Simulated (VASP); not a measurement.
# Ir (Fm-3m) in VASP: further runs, part 3 of 4

VASP 6.6.1.

**4. Single point, LDA**

File INCAR:

```
  PREC = Accurate
  ENCUT = 560
  EDIFF = 1E-6
  ISMEAR = -1
  SIGMA = 0.1
  LREAL = F
  LASPH = T
  NELM = 120
  ALGO = Normal
  ISIF = 2
  LWAVE = F
  LCHARG = F
  NBANDS = 14
  GGA_COMPAT = F
```

File KPOINTS:

```
Automatic mesh
0
Gamma
  14 14 14
```

File POSCAR:

```
Ir
1.0
    0.0000000000      1.9060927672      1.9060927672
    1.9060927672      0.0000000000      1.9060927672
    1.9060927672      1.9060927672      0.0000000000
Ir
1
Direct
    0.0000000000      0.0000000000      0.0000000000
```

Potentials or basis: VASP PAW LDA potentials, release 64 (Ir_sv_GW).

Started as:

```
> cat potpaw_LDA.64/Ir_sv_GW/POTCAR > POTCAR
> mpirun -np 1 vasp_std > vasp.out
```

OUTCAR:

```text
PREC = Accurate
   ENCUT = 560
   EDIFF = 1E-6
   ISMEAR = -1
   LREAL = F
   LASPH = T
   NELM = 120
   ISIF = 2

 ion  position               nearest neighbor table
   1  0.000  0.000  0.000-

  LATTYP: Found a face centered cubic cell.
 ALAT       =     3.8121855344

  Lattice vectors:

 A1 = (   0.0000000000,   1.9060927672,   1.9060927672)
 A2 = (   1.9060927672,   0.0000000000,   1.9060927672)
 A3 = (   1.9060927672,   1.9060927672,   0.0000000000)

Analysis of symmetry for initial positions (statically):
=====================================================================
 Subroutine PRICEL returns:
 Original cell was already a primitive cell.

 Routine SETGRP: Setting up the symmetry group for a
 face centered cubic supercell.

 Subroutine GETGRP returns: Found 48 space group operations
 (whereof 48 operations were pure point group operations)
 out of a pool of 48 trial point group operations.

The static configuration has the point symmetry O_h .

Analysis of symmetry for dynamics (positions and initial velocities):
=====================================================================
 Subroutine PRICEL returns:
 Original cell was already a primitive cell.

 Routine SETGRP: Setting up the symmetry group for a
 face centered cubic supercell.

 Subroutine GETGRP returns: Found 48 space group operations
 (whereof 48 operations were pure point group operations)
 out of a pool of 48 trial point group operations.

The dynamic configuration has the point symmetry O_h .

 Subroutine INISYM returns: Found 48 space group operations
 (whereof 48 operations are pure point group operations),
 and found     1 'primitive' translations

----------------------------------------------------------------------------------------

                                     Primitive cell

  volume of cell :      13.8504

  direct lattice vectors                    reciprocal lattice vectors
     0.000000000  1.906092767  1.906092767    -0.262316719  0.262316719  0.262316719
     1.906092767  0.000000000  1.906092767     0.262316719 -0.262316719  0.262316719
     1.906092767  1.906092767  0.000000000     0.262316719  0.262316719 -0.262316719

  length of vectors
     2.695622243  2.695622243  2.695622243     0.454345884  0.454345884  0.454345884

  position of ions in fractional coordinates (direct lattice)
     0.000000000  0.000000000  0.000000000

  ion indices of the primitive-cell ions
   primitive index   ion index
                 1           1

----------------------------------------------------------------------------------------

 KPOINTS: Automatic mesh

Automatic generation of k-mesh.
 Grid dimensions read from file:
 generate k-points for:   14   14   14

 Generating k-lattice:

  Cartesian coordinates                     Fractional coordinates (reciprocal lattice)
    -0.018736908  0.018736908  0.018736908     0.071428571  0.000000000  0.000000000
     0.018736908 -0.018736908  0.018736908     0.000000000  0.071428571  0.000000000
     0.018736908  0.018736908 -0.018736908     0.000000000  0.000000000  0.071428571

  Length of vectors
     0.032453277  0.032453277  0.032453277

  Shift w.r.t. Gamma in fractional coordinates (k-lattice)
     0.000000000  0.000000000  0.000000000

 Subroutine IBZKPT returns following result:
 ===========================================

 Found    104 irreducible k-points:

 Following reciprocal coordinates:
            Coordinates               Weight
  0.000000  0.000000  0.000000      1.000000
  0.071429  0.000000  0.000000      8.000000
  0.142857  0.000000  0.000000      8.000000
  0.214286  0.000000  0.000000      8.000000
  0.285714  0.000000  0.000000      8.000000
  0.357143  0.000000  0.000000      8.000000
[... 16 lines left out ...]
  0.214286  0.142857  0.000000     24.000000
  0.285714  0.142857  0.000000     24.000000
 [... further k-points ...]
   k-points           NKPTS =    104   k-points in BZ     NKDIM =    104   number of bands    NBANDS=     14
   number of dos      NEDOS =    301   number of ions     NIONS =      1
   total plane-waves  NPLWV =  13824
   dimension x,y,z NGX =    24 NGY =   24 NGZ =   24
   dimension x,y,z NGXF=    48 NGYF=   48 NGZF=   48
   ions per type =               1
   NGX,Y,Z   is equivalent  to a cutoff of  14.80, 14.80, 14.80 a.u.
   NGXF,Y,Z  is equivalent  to a cutoff of  29.60, 29.60, 29.60 a.u.
 SYSTEM =  unknown system
   PREC   = accura    normal or accurate (medium, high low for compatibility)
   ISTART =      0    job   : 0-new  1-cont  2-samecut
   ICHARG =      2    charge: 1-file 2-atom 10-const
   ISPIN  =      1    spin polarized calculation?
   LNONCOLLINEAR =      F non collinear calculations
   LSORBIT =      F    spin-orbit coupling
   LASPH  =      T    aspherical Exc in radial PAW
   ENCUT  =  560.0 eV  41.16 Ry    6.42 a.u.   5.20  5.20  5.20*2*pi/ulx,y,z
   NELM   =    120;   NELMIN=  2; NELMDL= -5     # of ELM steps
   EDIFF  = 0.1E-05   stopping-criterion for ELM
   LREAL  =      F    real-space projection
   EDIFFG = 0.1E-04   stopping-criterion for IOM
   NSW    =      0    number of steps for IOM
   IBRION =     -1    ionic relax: 0-MD 1-quasi-New 2-CG
   NFREE  =      0    steps in history (QN), initial steepest desc. (CG)
   ISIF   =      2    stress and relaxation
   ISYM   =      2    0-nonsym 1-usesym 2-fastsym
   POTIM  = 0.5000    time-step for ionic-motion
   TEBEG  =    0.0;   TEEND  =   0.0 temperature during run
   PSTRESS=    0.0 pullay stress
   NELECT =      17.0000    total number of electrons
   NUPDOWN=      -1.0000    fix difference up-down
   EMIN   =  10.00;   EMAX   =-10.00  energy-range for DOS
   EFERMI =   0.00;   METHOD = LEGACY
   ISMEAR =    -1;   SIGMA  =   0.10  broadening in eV -4-tet -1-fermi 0-gaus
   EFERMI_NEDOS =   21; number of points for ismear=-14 and -15
   IALGO  =     38    algorithm
   IMIX   =      4    mixing-type and parameters
     AMIX     =   0.40;   BMIX     =  1.00
     AMIX_MAG =   1.60;   BMIX_MAG =  1.00
  volume/ion in A,a.u.               =      13.85        93.47
  Fermi-wavevector in a.u.,A,eV,Ry     =   1.752819  3.312348 41.802199  3.072375
  Thomas-Fermi vector in A             =   2.823075
   LORBIT       =      0    0 simple, 1 ext, 2 COOP (PROOUT), +10 PAW based schemes
   GGA     = CA    functional components
   LHFCALC =     F    Hartree Fock is set to
   AEXX    =    0.0000 exact exchange contribution
   IVDW    =     0    specifies the selected vdW correction
   LEPSILON=     F    determine dielectric tensor
   LRPA    =     F    only Hartree local field effects (RPA)
 non-spin polarized calculation
  energy-cutoff  :      560.00
  volume of cell :       13.85
 maximum number of plane-waves:       444
 NGX is ok and might be reduce to    24
   NGX = 11   NGY = 11   NGZ = 11

 number of electron      17.0000000 magnetization

 Free energy of the ion-electron system (eV)
  ---------------------------------------------------
  ext. energy  EPLUGINS =         0.00000000
  ---------------------------------------------------
  free energy    TOTEN  =       -10.91442721 eV

  energy without entropy =      -10.88062284  energy(sigma->0) =      -10.89752502

 E-fermi :  12.9939     XC(G=0): -14.9202

 val. band max:       12.9884378268   @ k =   0.5000   0.4286   0.0000
 cond. band min:      13.0308193408   @ k =  -0.3571   0.2857   0.0000
 fundamental gap:      0.0423815140
 Fermi energy:        12.9938563226

 k-point     1 :       0.0000    0.0000    0.0000
  band No.  band energies     occupation
      1     -79.5286      2.00000
      2     -36.1696      2.00000
      3     -36.1696      2.00000
      4     -36.1696      2.00000
      5       1.7624      2.00000
      6       9.0404      2.00000
      7       9.0404      2.00000
      8       9.0404      2.00000
      9      11.8529      1.99998
     10      11.8529      1.99998
     11      26.6600      0.00000
     12      32.2510      0.00000
     13      32.2510      0.00000
     14      32.2510      0.00000
[... 375 lines left out ...]
 k-point    24 :       0.2857    0.1429    0.0000
  band No.  band energies     occupation
      1     -79.4848      2.00000
      2     -36.6039      2.00000
      3     -36.2911      2.00000
      4     -36.2814      2.00000
      5       4.5635      2.00000
      6       7.6538      2.00000
      7       9.4258      2.00000
      8      10.1954      2.00000
      9      11.5915      2.00000
     10      12.8267      1.68365
     11      27.8829      0.00000
     12      30.5832      0.00000
     13      33.0304      0.00000
     14      33.7641      0.00000

 [... further k-points ...]

------------------------ aborting loop because EDIFF is reached ----------------------------------------

  FORCE on cell =-STRESS in cart. coord.  units (eV):
  Direction    XX          YY          ZZ          XY          YZ          ZX
  --------------------------------------------------------------------------------------
  -------------------------------------------------------------------------------------
  Total       -0.0273690     -0.0273690     -0.0273690      0.0000000      0.0000000      0.0000000
  in kB       -3.1659704     -3.1659704     -3.1659704      0.0000000      0.0000000      0.0000000
  external PRESSURE =      -3.1659704 kB  Pullay stress =       0.0000000 kB

 VOLUME and BASIS-vectors are now :
 -----------------------------------------------------------------------------
  energy-cutoff  :      560.00
  volume of cell :       13.85
      direct lattice vectors                 reciprocal lattice vectors
     0.000000000  1.906092767  1.906092767    -0.262316719  0.262316719  0.262316719
     1.906092767  0.000000000  1.906092767     0.262316719 -0.262316719  0.262316719
     1.906092767  1.906092767  0.000000000     0.262316719  0.262316719 -0.262316719

 POSITION                                       TOTAL-FORCE (eV/Angst)
 -----------------------------------------------------------------------------------
      0.00000      0.00000      0.00000         0.000000     -0.000000      0.000000
 -----------------------------------------------------------------------------------
    total drift:                                0.000000     -0.000000     -0.000000

  FREE ENERGIE OF THE ION-ELECTRON SYSTEM (eV)
  ---------------------------------------------------
  free  energy   TOTEN  =       -10.9144272051 eV

  energy  without entropy=      -10.8806228356  energy(sigma->0) =      -10.89752502
```

OSZICAR:

```text
N       E                     dE             d eps       ncg     rms          rms(c)
DAV:   1     0.116579603721E+03    0.11658E+03   -0.11993E+04  2976   0.134E+03
DAV:   2    -0.104374364301E+02   -0.12702E+03   -0.12191E+03  3710   0.407E+02
DAV:   3    -0.121226851698E+02   -0.16852E+01   -0.16802E+01  3164   0.443E+01
DAV:   4    -0.121252161696E+02   -0.25310E-02   -0.25309E-02  3512   0.211E+00
DAV:   5    -0.121252212776E+02   -0.51080E-05   -0.51075E-05  3134   0.898E-02    0.717E+01
DAV:   6    -0.110217373295E+02    0.11035E+01   -0.14558E+00  3008   0.127E+01    0.387E+01
DAV:   7    -0.109326464514E+02    0.89091E-01   -0.40756E-01  3308   0.623E+00    0.738E+00
DAV:   8    -0.109146231328E+02    0.18023E-01   -0.65424E-02  2942   0.319E+00    0.704E-01
DAV:   9    -0.109145657001E+02    0.57433E-04   -0.73507E-04  3224   0.330E-01    0.317E-01
DAV:  10    -0.109144295245E+02    0.13618E-03   -0.25177E-04  3182   0.230E-01    0.240E-01
DAV:  11    -0.109144272642E+02    0.22604E-05   -0.57157E-06  3314   0.316E-02    0.531E-02
DAV:  12    -0.109144272051E+02    0.59041E-07   -0.18042E-07  1582   0.473E-03
   1 F= -.10914427E+02 E0= -.10897525E+02  d E =-.338044E-01
```

stdout:

```text
POSCAR found type information on POSCAR Ir
 POSCAR found :  1 types and       1 ions
 scaLAPACK will be used
 LDA part: xc-table for (Slater(with rela. corr.)+CA(PZ))
 , standard interpolation
 POSCAR, INCAR and KPOINTS ok, starting setup
 FFT: planning ... GRIDC
 FFT: planning ... GRID_SOFT
 FFT: planning ... GRID
 WAVECAR not read
 entering main loop
```

Run time: 27 s. Hardware: 1 thread of Intel Xeon Platinum 8259CL at 2.50GHz (Skylake/Cascade Lake), shared host; peak memory 0.15 GiB.

What came out:

* Free energy: -10.9144 eV
* Pressure: -0.3 GPa
* Band gap on the k mesh: zero (an odd number of electrons rules out a gap without spin polarisation)

Levels at points of the mesh, in eV from the Fermi level:
| k point | band 6 | band 7 | band 8 | band 9 | band 10 | band 11 |
| --- | --- | --- | --- | --- | --- | --- |
| (0.00, 0.00, 0.00) | -3.95 | -3.95 | -3.95 | -1.14 | -1.14 | 13.67 |
| (0.50, 0.00, 0.00) | -4.05 | -4.05 | -0.67 | 1.03 | 1.03 | 7.59 |
| (0.50, 0.50, 0.00) | -7.51 | 1.01 | 1.62 | 1.62 | 1.82 | 10.93 |

Caveat: spin-orbit coupling is left out, which moves the levels of the heavy elements.

(Part 3 of 4 ends here.)

The gap in the log of VASP goes by the Fermi energy; the results here count the filled bands.